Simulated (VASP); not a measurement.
# EuI3 (Fm-3m) in VASP: a series of runs

EuI3 is run at these levels: PBE; tasks: single point.

All numbers are computed with VASP 6.6.1; they aren't measurements. Logs are shortened: lines on timing, memory, paths and dates and some standing lists are left out, and cuts for length are marked.

### 1 The cell of the first run

It takes space group Fm-3m (No. 225, cubic). Conventional cell: a = 7.445 Å, b = 7.445 Å, c = 7.445 Å, α = 90.00°, β = 90.00°, γ = 90.00°. Within 4.2 Å of Eu (site symmetry m-3m) lie 14 I at 3.22 to 3.72 Å. Within 4.2 Å of I (site symmetry m-3m) lie 8 I at 3.22 Å and 6 Eu at 3.72 Å. I (site symmetry -43m) has 4 Eu at 3.22 Å and 10 I at 3.22 to 3.72 Å within 4.2 Å.

### 2 Single point, PBE, collinear spin, ferromagnetic start

The input, INCAR:

```
PREC = Accurate ; ENCUT = 520
EDIFF = 1E-6 ; ISMEAR = -1
SIGMA = 0.05 ; LREAL = F
LASPH = T ; NELM = 150
ALGO = Normal ; ISIF = 2
LWAVE = F ; LCHARG = F
ISPIN = 2 ; MAGMOM = 7 0 0 0
LORBIT = 11 ; LMAXMIX = 6
GGA = PE ; NBANDS = 31
```

The input, KPOINTS:

```
Automatic mesh
0
Gamma
  6 6 6
```

The input, POSCAR:

```
EuI3
1.0
    0.0000000000      3.7225352324      3.7225352324
    3.7225352324      0.0000000000      3.7225352324
    3.7225352324      3.7225352324      0.0000000000
Eu I
1 3
Direct
    0.0000000000      0.0000000000      0.0000000000
    0.5000000000      0.5000000000      0.5000000000
    0.2500000000      0.2500000000      0.2500000000
    0.7500000000      0.7500000000      0.7500000000
```

Potentials or basis: VASP PAW PBE potentials, release 64 (Eu, I).

The run is started by

```console
$ cat potpaw_PBE.64/Eu/POTCAR potpaw_PBE.64/I/POTCAR > POTCAR
$ mpirun -np 1 vasp_std > vasp.out
```

OUTCAR:

```text
PREC = Accurate
   ENCUT = 520
   EDIFF = 1E-6
   ISMEAR = -1
   LREAL = F
   LASPH = T
   NELM = 150
   ISIF = 2
   ISPIN = 2
   LORBIT = 11
   GGA = PE

 ion  position               nearest neighbor table
   1  0.000  0.000  0.000-   4 3.22   4 3.22   4 3.22   3 3.22   3 3.22   3 3.22   4 3.22   3 3.22

   2  0.500  0.500  0.500-   3 3.22   3 3.22   3 3.22   4 3.22   4 3.22   4 3.22   4 3.22   3 3.22

   3  0.250  0.250  0.250-   1 3.22   1 3.22   1 3.22   2 3.22   2 3.22   2 3.22   2 3.22   1 3.22

   4  0.750  0.750  0.750-   2 3.22   2 3.22   2 3.22   1 3.22   1 3.22   1 3.22   2 3.22   1 3.22

  LATTYP: Found a face centered cubic cell.
 ALAT       =     7.4450704648

  Lattice vectors:

 A1 = (   0.0000000000,   3.7225352324,   3.7225352324)
 A2 = (   3.7225352324,   0.0000000000,   3.7225352324)
 A3 = (   3.7225352324,   3.7225352324,   0.0000000000)

Analysis of symmetry for initial positions (statically):
=====================================================================
 Subroutine PRICEL returns:
 Original cell was already a primitive cell.

 Routine SETGRP: Setting up the symmetry group for a
 face centered cubic supercell.

 Subroutine GETGRP returns: Found 48 space group operations
 (whereof 48 operations were pure point group operations)
 out of a pool of 48 trial point group operations.

The static configuration has the point symmetry O_h .

Analysis of symmetry for dynamics (positions and initial velocities):
=====================================================================
 Subroutine PRICEL returns:
 Original cell was already a primitive cell.

 Routine SETGRP: Setting up the symmetry group for a
 face centered cubic supercell.

 Subroutine GETGRP returns: Found 48 space group operations
 (whereof 48 operations were pure point group operations)
 out of a pool of 48 trial point group operations.

The dynamic configuration has the point symmetry O_h .

Analysis of structural, dynamic, and magnetic symmetry:
=====================================================================
 Subroutine PRICEL returns:
 Original cell was already a primitive cell.

 Routine SETGRP: Setting up the symmetry group for a
 face centered cubic supercell.

 Subroutine GETGRP returns: Found 48 space group operations
 (whereof 48 operations were pure point group operations)
 out of a pool of 48 trial point group operations.

The overall configuration has the point symmetry O_h .

 Subroutine INISYM returns: Found 48 space group operations
 (whereof 48 operations are pure point group operations),
 and found     1 'primitive' translations

----------------------------------------------------------------------------------------

                                     Primitive cell

  volume of cell :     103.1683

  direct lattice vectors                    reciprocal lattice vectors
     0.000000000  3.722535232  3.722535232    -0.134317063  0.134317063  0.134317063
     3.722535232  0.000000000  3.722535232     0.134317063 -0.134317063  0.134317063
     3.722535232  3.722535232  0.000000000     0.134317063  0.134317063 -0.134317063

  length of vectors
     5.264459812  5.264459812  5.264459812     0.232643978  0.232643978  0.232643978

  position of ions in fractional coordinates (direct lattice)
     0.000000000  0.000000000  0.000000000
     0.500000000  0.500000000  0.500000000
     0.250000000  0.250000000  0.250000000
     0.750000000  0.750000000  0.750000000

  ion indices of the primitive-cell ions
   primitive index   ion index
                 1           1
                 2           2
                 3           3
                 4           4

----------------------------------------------------------------------------------------

 KPOINTS: Automatic mesh

Automatic generation of k-mesh.
 Grid dimensions read from file:
 generate k-points for:    6    6    6

 Generating k-lattice:

  Cartesian coordinates                     Fractional coordinates (reciprocal lattice)
    -0.022386177  0.022386177  0.022386177     0.166666667  0.000000000  0.000000000
     0.022386177 -0.022386177  0.022386177     0.000000000  0.166666667  0.000000000
     0.022386177  0.022386177 -0.022386177     0.000000000  0.000000000  0.166666667

  Length of vectors
     0.038773996  0.038773996  0.038773996

  Shift w.r.t. Gamma in fractional coordinates (k-lattice)
     0.000000000  0.000000000  0.000000000

 Subroutine IBZKPT returns following result:
 ===========================================

 Found     16 irreducible k-points:

 Following reciprocal coordinates:
            Coordinates               Weight
  0.000000  0.000000  0.000000      1.000000
  0.166667  0.000000  0.000000      8.000000
  0.333333  0.000000  0.000000      8.000000
  0.500000  0.000000  0.000000      4.000000
  0.166667  0.166667  0.000000      6.000000
  0.333333  0.166667  0.000000     24.000000
[... 8 lines left out ...]
 -0.333333  0.333333  0.166667     24.000000
 -0.333333  0.500000  0.166667     12.000000
   k-points           NKPTS =     16   k-points in BZ     NKDIM =     16   number of bands    NBANDS=     31
   number of dos      NEDOS =    301   number of ions     NIONS =      4
   total plane-waves  NPLWV =  64000
   dimension x,y,z NGX =    40 NGY =   40 NGZ =   40
   dimension x,y,z NGXF=    80 NGYF=   80 NGZF=   80
   ions per type =               1   3
   NGX,Y,Z   is equivalent  to a cutoff of  12.63, 12.63, 12.63 a.u.
   NGXF,Y,Z  is equivalent  to a cutoff of  25.26, 25.26, 25.26 a.u.
 SYSTEM =  unknown system
   PREC   = accura    normal or accurate (medium, high low for compatibility)
   ISTART =      0    job   : 0-new  1-cont  2-samecut
   ICHARG =      2    charge: 1-file 2-atom 10-const
   ISPIN  =      2    spin polarized calculation?
   LNONCOLLINEAR =      F non collinear calculations
   LSORBIT =      F    spin-orbit coupling
   LASPH  =      T    aspherical Exc in radial PAW
   ENCUT  =  520.0 eV  38.22 Ry    6.18 a.u.   9.79  9.79  9.79*2*pi/ulx,y,z
   NELM   =    150;   NELMIN=  2; NELMDL= -5     # of ELM steps
   EDIFF  = 0.1E-05   stopping-criterion for ELM
   LREAL  =      F    real-space projection
   EDIFFG = 0.1E-04   stopping-criterion for IOM
   NSW    =      0    number of steps for IOM
   IBRION =     -1    ionic relax: 0-MD 1-quasi-New 2-CG
   NFREE  =      0    steps in history (QN), initial steepest desc. (CG)
   ISIF   =      2    stress and relaxation
   ISYM   =      2    0-nonsym 1-usesym 2-fastsym
   POTIM  = 0.5000    time-step for ionic-motion
   TEBEG  =    0.0;   TEEND  =   0.0 temperature during run
   PSTRESS=    0.0 pullay stress
   NELECT =      38.0000    total number of electrons
   NUPDOWN=      -1.0000    fix difference up-down
   EMIN   =  10.00;   EMAX   =-10.00  energy-range for DOS
   EFERMI =   0.00;   METHOD = LEGACY
   ISMEAR =    -1;   SIGMA  =   0.05  broadening in eV -4-tet -1-fermi 0-gaus
   EFERMI_NEDOS =   21; number of points for ismear=-14 and -15
   IALGO  =     38    algorithm
   IMIX   =      4    mixing-type and parameters
     AMIX     =   0.40;   BMIX     =  1.00
     AMIX_MAG =   1.60;   BMIX_MAG =  1.00
  volume/ion in A,a.u.               =      25.79       174.05
  Fermi-wavevector in a.u.,A,eV,Ry     =   1.173511  2.217614 18.736969  1.377128
  Thomas-Fermi vector in A             =   2.309923
   LORBIT       =     11    0 simple, 1 ext, 2 COOP (PROOUT), +10 PAW based schemes
   GGA     = PE    functional components
   LHFCALC =     F    Hartree Fock is set to
   AEXX    =    0.0000 exact exchange contribution
   IVDW    =     0    specifies the selected vdW correction
   LEPSILON=     F    determine dielectric tensor
   LRPA    =     F    only Hartree local field effects (RPA)
 spin polarized calculation
  energy-cutoff  :      520.00
  volume of cell :      103.17
 maximum number of plane-waves:      2798
   NGX = 19   NGY = 19   NGZ = 19

 number of electron      38.0000001 magnetization       6.1528592

 Free energy of the ion-electron system (eV)
  ---------------------------------------------------
  ext. energy  EPLUGINS =         0.00000000
  ---------------------------------------------------
  free energy    TOTEN  =       -17.79005113 eV

  energy without entropy =      -17.75735667  energy(sigma->0) =      -17.77370390

 E-fermi :   7.7121     XC(G=0): -10.6083

 val. band max:        7.7109060395   @ k =  -0.3333   0.3333   0.1667
 cond. band min:       7.7242584547   @ k =   0.5000   0.5000   0.0000
 fundamental gap:      0.0133524152
 Fermi energy:         7.7120528204

 spin component 1

 k-point     1 :       0.0000    0.0000    0.0000
  band No.  band energies     occupation
      1     -33.5447      1.00000
      2     -12.2703      1.00000
      3     -12.2703      1.00000
      4     -12.2703      1.00000
      5      -7.2390      1.00000
      6      -4.4705      1.00000
[... 533 lines left out ...]
     30      13.6509      0.00000
     31      14.2076      0.00000
 Fermi energy:         7.7120528204

 spin component 2

 k-point     1 :       0.0000    0.0000    0.0000
  band No.  band energies     occupation
      1     -30.5482      1.00000
      2     -10.1369      1.00000
      3     -10.1369      1.00000
      4     -10.1369      1.00000
      5      -7.3454      1.00000
      6      -4.5790      1.00000
[... 533 lines left out ...]
     30      13.9997      0.00000
     31      14.5308      0.00000

------------------------ aborting loop because EDIFF is reached ----------------------------------------

  FORCE on cell =-STRESS in cart. coord.  units (eV):
  Direction    XX          YY          ZZ          XY          YZ          ZX
  --------------------------------------------------------------------------------------
  -------------------------------------------------------------------------------------
  Total       12.0674932     12.0674932     12.0674932     -0.0000000     -0.0000000      0.0000000
  in kB      187.4050102    187.4050102    187.4050102     -0.0000000     -0.0000000      0.0000000
  external PRESSURE =     187.4050102 kB  Pullay stress =       0.0000000 kB

 VOLUME and BASIS-vectors are now :
 -----------------------------------------------------------------------------
  energy-cutoff  :      520.00
  volume of cell :      103.17
      direct lattice vectors                 reciprocal lattice vectors
     0.000000000  3.722535232  3.722535232    -0.134317063  0.134317063  0.134317063
     3.722535232  0.000000000  3.722535232     0.134317063 -0.134317063  0.134317063
     3.722535232  3.722535232  0.000000000     0.134317063  0.134317063 -0.134317063

 POSITION                                       TOTAL-FORCE (eV/Angst)
 -----------------------------------------------------------------------------------
      0.00000      0.00000      0.00000        -0.000000      0.000000     -0.000000
      3.72254      3.72254      3.72254        -0.000000      0.000000     -0.000000
      1.86127      1.86127      1.86127         0.000000      0.000000     -0.000000
      5.58380      5.58380      5.58380         0.000000     -0.000000      0.000000
 -----------------------------------------------------------------------------------
    total drift:                               -0.000000      0.000000      0.000000

  FREE ENERGIE OF THE ION-ELECTRON SYSTEM (eV)
  ---------------------------------------------------
  free  energy   TOTEN  =       -17.7900511255 eV

  energy  without entropy=      -17.7573566740  energy(sigma->0) =      -17.77370390

 total charge

# of ion       s       p       d       f       tot
--------------------------------------------------
    1        2.034   5.741   0.380   6.536  14.691
    2        1.546   2.766   0.057   0.000   4.369
    3        1.528   2.803   0.061   0.000   4.392
    4        1.528   2.803   0.061   0.000   4.392
--------------------------------------------------
tot          6.636  14.113   0.559   6.536  27.844

 magnetization (x)

# of ion       s       p       d       f       tot
--------------------------------------------------
    1       -0.012  -0.111   0.064   6.477   6.418
    2       -0.007  -0.192  -0.000   0.000  -0.199
    3       -0.005  -0.109   0.001   0.000  -0.113
    4       -0.005  -0.109   0.001   0.000  -0.113
--------------------------------------------------
tot         -0.029  -0.521   0.066   6.477   5.992
```

It took 84 s on 1 thread of AMD EPYC 9R45 (Zen 5), shared host; peak memory 0.31 GiB.

Results:

| Quantity | Value |
| --- | --- |
| Free energy | -17.7901 eV |
| Pressure | 18.7 GPa |
| Net moment | 6.15 μB per cell |
| Site moments | Eu +6.42; I -0.20, -0.11 (each value once) μB |
| Valence electrons inside the program's atomic spheres | Eu 14.69; I 4.37, 4.39 (each value once) |

Caveat: the cell stands under pressure; spin-orbit coupling is left out, which moves the levels of the heavy elements; semilocal functionals describe open f shells poorly, which spoils levels, moments and volumes.

### 3 Single point, PBE, collinear spin, ferromagnetic start

This run uses another cell than the first one, of 26.30 Å³/atom.

The input, INCAR:

```
SYSTEM = EuI3
PREC     = Accurate       ! precision mode
ENCUT    = 520            ! plane-wave cutoff, eV
EDIFF    = 1E-6           ! SCF threshold, eV
ISMEAR   = -1             ! smearing method
SIGMA    = 0.05           ! smearing width, eV
LREAL    = .FALSE.        ! projectors in reciprocal space
LASPH    = .TRUE.         ! aspherical terms in the spheres
NELM     = 150            ! most SCF steps
ALGO     = Normal         ! electronic algorithm
ISIF     = 2              ! what is computed and relaxed
LWAVE    = .FALSE.        ! write WAVECAR
LCHARG   = .FALSE.        ! write CHGCAR
ISPIN    = 2              ! spin polarisation
MAGMOM   = 7 0 0 0        ! initial moments
LORBIT   = 11             ! projections on sites
LMAXMIX  = 6              ! l up to which the mixer works
GGA      = PE             ! functional
NBANDS   = 31             ! bands
```

The input, KPOINTS:

```
regular mesh
0
G
  6 6 6
  0 0 0
```

The input, POSCAR:

```
EuI3
1.0
    0.0000000000      3.7467082164      3.7467082164
    3.7467082164      0.0000000000      3.7467082164
    3.7467082164      3.7467082164      0.0000000000
Eu I
1 3
Direct
    0.0000000000      0.0000000000      0.0000000000
    0.5000000000      0.5000000000      0.5000000000
    0.2500000000      0.2500000000      0.2500000000
    0.7500000000      0.7500000000      0.7500000000
```

Potentials or basis: VASP PAW PBE potentials, release 64 (Eu, I).

The run is started by

```console
$ cat potpaw_PBE.64/Eu/POTCAR potpaw_PBE.64/I/POTCAR > POTCAR
$ mpirun -np 1 vasp_std > vasp.out
```

It took 85 s on 1 thread of AMD EPYC 9R45 (Zen 5), shared host; peak memory 0.3 GiB.

Results (log left out):

* Free energy: -18.0152 eV
* Pressure: 16.9 GPa
* Net moment: 6.15 μB per cell
* Site moments: Eu +6.42; I -0.20, -0.11 (each value once) μB
* Valence electrons inside the program's atomic spheres: Eu 14.68; I 4.36, 4.38 (each value once)

Levels at points of the mesh, in eV from the Fermi level:
Spin up:
| k point | band 18 | band 19 | band 20 | band 21 | band 22 | band 23 | band 24 | band 25 | band 26 | band 27 |
| --- | --- | --- | --- | --- | --- | --- | --- | --- | --- | --- |
| (0.00, 0.00, 0.00) | -0.46 | -0.46 | -0.30 | -0.17 | -0.17 | -0.17 | 1.08 | 1.08 | 4.28 | 5.53 |
| (0.50, 0.00, 0.00) | -0.45 | -0.37 | -0.34 | -0.34 | -0.20 | 0.04 | 3.42 | 3.89 | 3.89 | 5.30 |
| (0.50, 0.50, 0.00) | -0.44 | -0.44 | -0.32 | 0.04 | 0.44 | 0.44 | 1.98 | 2.33 | 3.18 | 3.67 |
Spin down:
| k point | band 13 | band 14 | band 15 | band 16 | band 17 | band 18 | band 19 | band 20 |
| --- | --- | --- | --- | --- | --- | --- | --- | --- |
| (0.00, 0.00, 0.00) | -4.01 | -0.53 | -0.53 | -0.53 | 1.46 | 1.46 | 4.23 | 4.33 |
| (0.50, 0.00, 0.00) | -2.24 | -0.90 | -0.90 | -0.10 | 4.04 | 4.15 | 4.16 | 4.16 |
| (0.50, 0.50, 0.00) | -1.94 | -1.13 | 0.02 | 0.02 | 2.45 | 2.94 | 3.71 | 3.76 |

Caveat: the cell stands under pressure; spin-orbit coupling is left out, which moves the levels of the heavy elements; semilocal functionals describe open f shells poorly, which spoils levels, moments and volumes. The state reached can hang on the start; a lower one may exist.
